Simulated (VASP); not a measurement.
WSe3, 4 atoms in the cell. Symmetry: Pm-3m, No. 221, cubic system. Conventional cell: a = 5.176 Å, b = 5.176 Å, c = 5.176 Å, α = 90.00°, β = 90.00°, γ = 90.00°. W (site symmetry m-3m) has 6 Se at 2.59 Å within 3.4 Å. Within 3.4 Å of Se (site symmetry 4/mmm) lie 2 W at 2.59 Å. 

- Program: VASP 6.6.1
- Task: relaxation of cell and atoms
- Functional: PBEsol
- Potentials or basis: VASP PAW PBE potentials, release 64 (W_sv, Se)
- Cutoff: 600 eV
- k mesh: 4 × 4 × 4
- Occupations: gaussian, width 0.1 eV
- Spin: no spin polarisation
- Dipole correction: no
- Further INCAR settings: ALGO = Normal; EDIFF = 1e-06; IBRION = 2; EDIFFG = -0.05; NSW = 100; ISIF = 3

Potentials or basis: VASP PAW PBE potentials, release 64 (W_sv, Se).

Launch:

```bash
$ cat potpaw_PBE.64/W_sv/POTCAR potpaw_PBE.64/Se/POTCAR > POTCAR
$ mpirun -np 1 vasp_std > vasp.out
```

Hardware: 1 thread of AMD EPYC 9R45 (Zen 5) (shared host).

Problem. How long does it take, and how much memory?

Solution. Run time: 80 s on 1 thread of AMD EPYC 9R45 (Zen 5) (shared host), peak memory 0.25 GiB. Counts: scf iterations 45, k points 10, ion steps 4.
